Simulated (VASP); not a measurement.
# IrO (F-43m) in VASP: notebook

The runs below take IrO through single point, with r2SCAN.

Program: VASP 6.6.1. These are calculated values, not measurements. Logs are shortened: lines on timing, memory, paths and dates and some standing lists are left out, and cuts for length are marked.

## (1) The cell of the first run

Symmetry: F-43m, No. 216, cubic system. The conventional cell has a = 4.498 Å, b = 4.498 Å, c = 4.498 Å, α = 90.00°, β = 90.00°, γ = 90.00°. Within 2.6 Å of Ir (site symmetry -43m) lie 4 O at 1.95 Å. Within 2.6 Å of O (site symmetry -43m) lie 4 Ir at 1.95 Å.

## (2) Single point, r2SCAN

The input, POSCAR:

```
IrO
1.0
    0.0000000000      2.2488615170      2.2488615170
    2.2488615170      0.0000000000      2.2488615170
    2.2488615170      2.2488615170      0.0000000000
Ir O
1 1
Direct
    0.0000000000      0.0000000000      0.0000000000
    0.2500000000      0.2500000000      0.2500000000
```

The input, INCAR.step1:

```
PREC     = Accurate       # precision mode
ENCUT    = 520            # plane-wave cutoff, eV
ISMEAR   = 0              # smearing method
SIGMA    = 0.1            # smearing width, eV
LREAL    = False          # projectors in reciprocal space
LASPH    = True           # aspherical terms in the spheres
NELM     = 60             # most SCF steps
NBANDS   = 14             # bands
GGA      = PE             # functional
ALGO     = Normal         # electronic algorithm
EDIFF    = 1E-4           # SCF threshold, eV
LWAVE    = True           # write WAVECAR
LCHARG   = False          # write CHGCAR
```

The input, INCAR.step2:

```
PREC     = Accurate       # precision mode
ENCUT    = 520            # plane-wave cutoff, eV
EDIFF    = 1E-7           # SCF threshold, eV
ISMEAR   = 0              # smearing method
SIGMA    = 0.1            # smearing width, eV
LREAL    = False          # projectors in reciprocal space
LASPH    = True           # aspherical terms in the spheres
NELM     = 60             # most SCF steps
ALGO     = Normal         # electronic algorithm
ISIF     = 2              # what is computed and relaxed
LWAVE    = False          # write WAVECAR
LCHARG   = True           # write CHGCAR
METAGGA  = R2SCAN         # meta-GGA
LMIXTAU  = True         
LELF     = True           # ELF
LVHAR    = True         
NBANDS   = 14             # bands
ISTART   = 1
```

The input, KPOINTS:

```
regular mesh
0
Gamma
  16 16 16
```

Potentials or basis: VASP PAW PBE potentials, release 64 (Ir, O).

Run with:

```sh
> cat potpaw_PBE.64/Ir/POTCAR potpaw_PBE.64/O/POTCAR > POTCAR
> cp INCAR.step1 INCAR
> mpirun -np 1 vasp_std > vasp.out
> cp INCAR.step2 INCAR
> mpirun -np 1 vasp_std > vasp.out
```

OUTCAR:

```text
PREC = Accurate
   ENCUT = 520
   EDIFF = 1E-7
   ISMEAR = 0
   LREAL = False
   LASPH = True
   NELM = 60
   ISIF = 2
   METAGGA = R2SCAN
   ISTART = 1

 ion  position               nearest neighbor table
   1  0.000  0.000  0.000-   2 1.95   2 1.95   2 1.95   2 1.95
   2  0.250  0.250  0.250-   1 1.95   1 1.95   1 1.95   1 1.95

  LATTYP: Found a face centered cubic cell.
 ALAT       =     4.4977230340

  Lattice vectors:

 A1 = (   0.0000000000,   2.2488615170,   2.2488615170)
 A2 = (   2.2488615170,   0.0000000000,   2.2488615170)
 A3 = (   2.2488615170,   2.2488615170,   0.0000000000)

Analysis of symmetry for initial positions (statically):
=====================================================================
 Subroutine PRICEL returns:
 Original cell was already a primitive cell.

 Routine SETGRP: Setting up the symmetry group for a
 face centered cubic supercell.

 Subroutine GETGRP returns: Found 24 space group operations
 (whereof 24 operations were pure point group operations)
 out of a pool of 48 trial point group operations.

The static configuration has the point symmetry T_d .

Analysis of symmetry for dynamics (positions and initial velocities):
=====================================================================
 Subroutine PRICEL returns:
 Original cell was already a primitive cell.

 Routine SETGRP: Setting up the symmetry group for a
 face centered cubic supercell.

 Subroutine GETGRP returns: Found 24 space group operations
 (whereof 24 operations were pure point group operations)
 out of a pool of 48 trial point group operations.

The dynamic configuration has the point symmetry T_d .

 Subroutine INISYM returns: Found 24 space group operations
 (whereof 24 operations are pure point group operations),
 and found     1 'primitive' translations

----------------------------------------------------------------------------------------

                                     Primitive cell

  volume of cell :      22.7467

  direct lattice vectors                    reciprocal lattice vectors
     0.000000000  2.248861517  2.248861517    -0.222334722  0.222334722  0.222334722
     2.248861517  0.000000000  2.248861517     0.222334722 -0.222334722  0.222334722
     2.248861517  2.248861517  0.000000000     0.222334722  0.222334722 -0.222334722

  length of vectors
     3.180370457  3.180370457  3.180370457     0.385095035  0.385095035  0.385095035

  position of ions in fractional coordinates (direct lattice)
     0.000000000  0.000000000  0.000000000
     0.250000000  0.250000000  0.250000000

  ion indices of the primitive-cell ions
   primitive index   ion index
                 1           1
                 2           2

----------------------------------------------------------------------------------------

 KPOINTS: regular mesh

Automatic generation of k-mesh.
 Grid dimensions read from file:
 generate k-points for:   16   16   16

 Generating k-lattice:

  Cartesian coordinates                     Fractional coordinates (reciprocal lattice)
    -0.013895920  0.013895920  0.013895920     0.062500000  0.000000000  0.000000000
     0.013895920 -0.013895920  0.013895920     0.000000000  0.062500000  0.000000000
     0.013895920  0.013895920 -0.013895920     0.000000000  0.000000000  0.062500000

  Length of vectors
     0.024068440  0.024068440  0.024068440

  Shift w.r.t. Gamma in fractional coordinates (k-lattice)
     0.000000000  0.000000000  0.000000000

 Subroutine IBZKPT returns following result:
 ===========================================

 Found    145 irreducible k-points:

 Following reciprocal coordinates:
            Coordinates               Weight
  0.000000  0.000000  0.000000      1.000000
  0.062500  0.000000  0.000000      8.000000
  0.125000  0.000000  0.000000      8.000000
  0.187500  0.000000  0.000000      8.000000
  0.250000  0.000000  0.000000      8.000000
  0.312500  0.000000  0.000000      8.000000
[... 16 lines left out ...]
 -0.125000  0.062500  0.000000     24.000000
 -0.062500  0.062500  0.000000     12.000000
 [... further k-points ...]
   k-points           NKPTS =    145   k-points in BZ     NKDIM =    145   number of bands    NBANDS=     14
   number of dos      NEDOS =    301   number of ions     NIONS =      2
   total plane-waves  NPLWV =  13824
   dimension x,y,z NGX =    24 NGY =   24 NGZ =   24
   dimension x,y,z NGXF=    48 NGYF=   48 NGZF=   48
   ions per type =               1   1
   NGX,Y,Z   is equivalent  to a cutoff of  12.55, 12.55, 12.55 a.u.
   NGXF,Y,Z  is equivalent  to a cutoff of  25.09, 25.09, 25.09 a.u.
 SYSTEM =  unknown system
   PREC   = accura    normal or accurate (medium, high low for compatibility)
   ISTART =      1    job   : 0-new  1-cont  2-samecut
   ICHARG =      0    charge: 1-file 2-atom 10-const
   ISPIN  =      1    spin polarized calculation?
   LNONCOLLINEAR =      F non collinear calculations
   LSORBIT =      F    spin-orbit coupling
   LASPH  =      T    aspherical Exc in radial PAW
   ENCUT  =  520.0 eV  38.22 Ry    6.18 a.u.   5.91  5.91  5.91*2*pi/ulx,y,z
   NELM   =     60;   NELMIN=  2; NELMDL=  0     # of ELM steps
   EDIFF  = 0.1E-06   stopping-criterion for ELM
   LREAL  =      F    real-space projection
   EDIFFG = 0.1E-05   stopping-criterion for IOM
   NSW    =      0    number of steps for IOM
   IBRION =     -1    ionic relax: 0-MD 1-quasi-New 2-CG
   NFREE  =      0    steps in history (QN), initial steepest desc. (CG)
   ISIF   =      2    stress and relaxation
   ISYM   =      2    0-nonsym 1-usesym 2-fastsym
   POTIM  = 0.5000    time-step for ionic-motion
   TEBEG  =    0.0;   TEEND  =   0.0 temperature during run
   PSTRESS=    0.0 pullay stress
   NELECT =      15.0000    total number of electrons
   NUPDOWN=      -1.0000    fix difference up-down
   EMIN   =  10.00;   EMAX   =-10.00  energy-range for DOS
   EFERMI =   0.00;   METHOD = LEGACY
   ISMEAR =     0;   SIGMA  =   0.10  broadening in eV -4-tet -1-fermi 0-gaus
   EFERMI_NEDOS =   21; number of points for ismear=-14 and -15
   IALGO  =     38    algorithm
   IMIX   =      4    mixing-type and parameters
     AMIX     =   0.40;   BMIX     =  1.00
     AMIX_MAG =   1.60;   BMIX_MAG =  1.00
  volume/ion in A,a.u.               =      11.37        76.75
  Fermi-wavevector in a.u.,A,eV,Ry     =   1.424949  2.692762 27.626338  2.030479
  Thomas-Fermi vector in A             =   2.545385
   LORBIT       =      0    0 simple, 1 ext, 2 COOP (PROOUT), +10 PAW based schemes
   METAGGA = R2SCAN    functional components
   LHFCALC =     F    Hartree Fock is set to
   AEXX    =    0.0000 exact exchange contribution
   IVDW    =     0    specifies the selected vdW correction
   LEPSILON=     F    determine dielectric tensor
   LRPA    =     F    only Hartree local field effects (RPA)
 non-spin polarized calculation
 Gauss-broadening in eV      SIGMA  =   0.10
  energy-cutoff  :      520.00
  volume of cell :       22.75
 maximum number of plane-waves:       622
   NGX = 11   NGY = 11   NGZ = 11

 number of electron      15.0000004 magnetization

 Free energy of the ion-electron system (eV)
  ---------------------------------------------------
  ext. energy  EPLUGINS =         0.00000000
  ---------------------------------------------------
  free energy    TOTEN  =       -56.45061056 eV

  energy without entropy =      -56.44302727  energy(sigma->0) =      -56.44681892

 E-fermi :   9.0741     XC(G=0): -13.7333

 val. band max:        9.0583773319   @ k =  -0.3750   0.1875   0.0000
 cond. band min:       9.0781595432   @ k =   0.5000   0.2500   0.1250
 fundamental gap:      0.0197822113
 Fermi energy:         9.0740963318

 k-point     1 :       0.0000    0.0000    0.0000
  band No.  band energies     occupation
      1     -15.6643      2.00000
      2      -1.4617      2.00000
      3      -1.4617      2.00000
      4      -1.4617      2.00000
      5       5.7169      2.00000
      6       5.7169      2.00000
      7       5.9571      2.00000
      8      11.0454      0.00000
      9      11.0454      0.00000
     10      11.0454      0.00000
     11      23.4481      0.00000
     12      23.4481      0.00000
     13      23.4481      0.00000
     14      26.7375      0.00000

 k-point     2 :       0.0625    0.0000    0.0000
  band No.  band energies     occupation
      1     -15.6367      2.00000
      2      -1.5072      2.00000
      3      -1.4319      2.00000
      4      -1.4319      2.00000
      5       5.6892      2.00000
      6       5.6892      2.00000
      7       6.1668      2.00000
      8      10.9239      0.00000
      9      11.0472      0.00000
     10      11.0472      0.00000
     11      22.6866      0.00000
     12      23.5256      0.00000
     13      23.5256      0.00000
     14      27.1344      0.00000

 k-point     3 :       0.1250    0.0000    0.0000
  band No.  band energies     occupation
      1     -15.5589      2.00000
      2      -1.6073      2.00000
      3      -1.3483      2.00000
      4      -1.3483      2.00000
      5       5.6267      2.00000
      6       5.6267      2.00000
      7       6.7353      2.00000
      8      10.5913      0.00000
      9      11.0289      0.00000
     10      11.0289      0.00000
     11      21.1510      0.00000
     12      23.7479      0.00000
     13      23.7479      0.00000
     14      27.6125      0.00000

 k-point     4 :       0.1875    0.0000    0.0000
  band No.  band energies     occupation
      1     -15.4450      2.00000
      2      -1.6854      2.00000
      3      -1.2283      2.00000
      4      -1.2283      2.00000
      5       5.5793      2.00000
      6       5.5793      2.00000
      7       7.4703      2.00000
      8      10.1772      0.00000
      9      10.9375      0.00000
     10      10.9375      0.00000
     11      19.5148      0.00000
     12      24.0776      0.00000
     13      24.0776      0.00000
     14      27.6804      0.00000

 k-point     5 :       0.2500    0.0000    0.0000
  band No.  band energies     occupation
      1     -15.3151      2.00000
      2      -1.6758      2.00000
      3      -1.0961      2.00000
      4      -1.0961      2.00000
      5       5.6000      2.00000
      6       5.6000      2.00000
      7       7.8879      2.00000
      8      10.1007      0.00000
      9      10.7282      0.00000
     10      10.7282      0.00000
     11      18.0492      0.00000
[... 276 lines left out ...]
 k-point    22 :      -0.1875    0.0625    0.0000
  band No.  band energies     occupation
      1     -15.3836      2.00000
      2      -1.7207      2.00000
      3      -1.1876      2.00000
      4      -1.1156      2.00000
      5       5.3816      2.00000
      6       5.7482      2.00000
      7       7.8062      2.00000
      8       9.9697      0.00000
      9      10.7473      0.00000
     10      11.0091      0.00000
     11      19.1060      0.00000
     12      23.0393      0.00000
     13      24.9825      0.00000
     14      27.9936      0.00000

 k-point    23 :      -0.1250    0.0625    0.0000
  band No.  band energies     occupation
      1     -15.5026      2.00000
      2      -1.6789      2.00000
      3      -1.3098      2.00000
      4      -1.2433      2.00000
      5       5.4535      2.00000
      6       5.7266      2.00000
      7       7.1329      2.00000
      8      10.3798      0.00000
      9      10.8678      0.00000
     10      11.0998      0.00000
     11      20.6189      0.00000
     12      22.9250      0.00000
     13      24.4451      0.00000
     14      27.9176      0.00000

 k-point    24 :      -0.0625    0.0625    0.0000
  band No.  band energies     occupation
      1     -15.5924      2.00000
      2      -1.5835      2.00000
      3      -1.3973      2.00000
      4      -1.3562      2.00000
      5       5.5746      2.00000
      6       5.7235      2.00000
      7       6.4975      2.00000
      8      10.7672      0.00000
      9      10.9504      0.00000
     10      11.0952      0.00000
     11      21.9848      0.00000
     12      23.0868      0.00000
     13      23.9236      0.00000
     14      27.5304      0.00000

 [... further k-points ...]
[... 5 lines left out ...]
  --------------------------------------------------------------------------------------
  -------------------------------------------------------------------------------------
  Total        6.9301893      6.9301893      6.9301893     -0.0000000      0.0000000      0.0000000
  in kB      488.1323022    488.1323022    488.1323022     -0.0000000      0.0000000      0.0000000
  external PRESSURE =     488.1323022 kB  Pullay stress =       0.0000000 kB

 VOLUME and BASIS-vectors are now :
 -----------------------------------------------------------------------------
  energy-cutoff  :      520.00
  volume of cell :       22.75
      direct lattice vectors                 reciprocal lattice vectors
     0.000000000  2.248861517  2.248861517    -0.222334722  0.222334722  0.222334722
     2.248861517  0.000000000  2.248861517     0.222334722 -0.222334722  0.222334722
     2.248861517  2.248861517  0.000000000     0.222334722  0.222334722 -0.222334722

 POSITION                                       TOTAL-FORCE (eV/Angst)
 -----------------------------------------------------------------------------------
      0.00000      0.00000      0.00000        -0.000000      0.000000     -0.000000
      1.12443      1.12443      1.12443         0.000000     -0.000000      0.000000
 -----------------------------------------------------------------------------------
    total drift:                               -0.000001     -0.000001     -0.000001

  FREE ENERGIE OF THE ION-ELECTRON SYSTEM (eV)
  ---------------------------------------------------
  free  energy   TOTEN  =       -56.4506105611 eV

  energy  without entropy=      -56.4430272742  energy(sigma->0) =      -56.44681892
```

Run time: 50 s. Hardware: 1 thread of Intel Xeon 6975P-C (Granite Rapids), shared host; peak memory 0.18 GiB.

Results:

* Free energy: -56.4506 eV
* Pressure: 48.8 GPa

Levels at points of the mesh, in eV from the Fermi level:
```tsv
k point	band 5	band 6	band 7	band 8	band 9	band 10
(0.00, 0.00, 0.00)	-3.36	-3.36	-3.12	1.97	1.97	1.97
(0.50, 0.00, 0.00)	-2.97	-2.83	-2.83	0.42	0.42	3.49
(0.50, 0.50, 0.00)	-4.76	-2.50	-2.17	-0.78	-0.78	7.31
```

Caveat: the PAW data sets were made with another functional, which shifts forces and pressure a little; spin-orbit coupling is left out, which moves the levels of the heavy elements; an odd number of electrons without spin polarisation forces a metal; a magnetic or distorted state may lie lower.

[end of part 1 of 2]
